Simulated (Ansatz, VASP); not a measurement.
**One calculation of Sr, two programs**

Contents of POSCAR:

```
Sr
1.0
   -2.4613750000      2.4613750000      2.4613750000
    2.4613750000     -2.4613750000      2.4613750000
    2.4613750000      2.4613750000     -2.4613750000
Sr
1
Direct
    0.0000000000      0.0000000000      0.0000000000
```

Contents of INCAR.step1:

```
  ALGO = Normal
  EDIFF = 1E-4
  ENCUT = 520
  GGA = PE
  ISMEAR = 0
  LASPH = True
  LCHARG = False
  LREAL = False
  LWAVE = True
  NBANDS = 11
  NELM = 100
  PREC = Accurate
  SIGMA = 0.15
```

File INCAR.step2:

```
  ALGO = Normal
  EDIFF = 1E-6
  ENCUT = 520
  ISIF = 2
  ISMEAR = 0
  ISTART = 1
  LASPH = True
  LCHARG = False
  LMIXTAU = True
  LREAL = False
  LWAVE = False
  METAGGA = R2SCAN
  NBANDS = 11
  NELM = 100
  PREC = Accurate
  SIGMA = 0.15
```

Contents of KPOINTS:

```
k-points
0
Gamma
  14 14 14
```

Input for Ansatz:

```yaml
crystal:
  lattice:
    - [-2.461375, 2.461375, 2.461375]
    - [2.461375, -2.461375, 2.461375]
    - [2.461375, 2.461375, -2.461375]
  atoms:
    - { symbol: Sr, position: [0.0, 0.0, 0.0] }
basis:
  ecutwfc: 500
kpoints:
  mp_grid: { grid: [14, 14, 14] }
hamiltonian:
  xc: r2scan
scf:
  occupations: { method: gaussian, width: 0.15 }
output:
  forces: true
  stress: true
  eigenvalues: true
```

Change from the starting cell: strain +0.015 along x and y, +0.015 along z, atoms carried along.

Alike in both runs: task single point; functional r2SCAN; k mesh 14 × 14 × 14; occupations gaussian, width 0.15 eV; no spin polarisation.

|  | VASP | Ansatz |
| --- | --- | --- |
| version | VASP 6.6.1 | Ansatz 0.2.0 |
| potentials or method | VASP PAW PBE potentials, release 64 (Sr_sv), cutoff 520 eV | scalar-relativistic, plane waves, PAW |
| valence electrons in the cell | 10 | 10 |

```csv
,VASP,Ansatz,Ansatz less VASP
gap on the k mesh at the Fermi level (eV),none,none,-
pressure (GPa),-0.6,-0.6,0.00
```

VASP's potentials were made for PBE, not for r2SCAN. A gap of «none» marks a metal or a gap that the smearing closes. With one functional, cell and mesh, what is left measures potentials, basis and numerics.
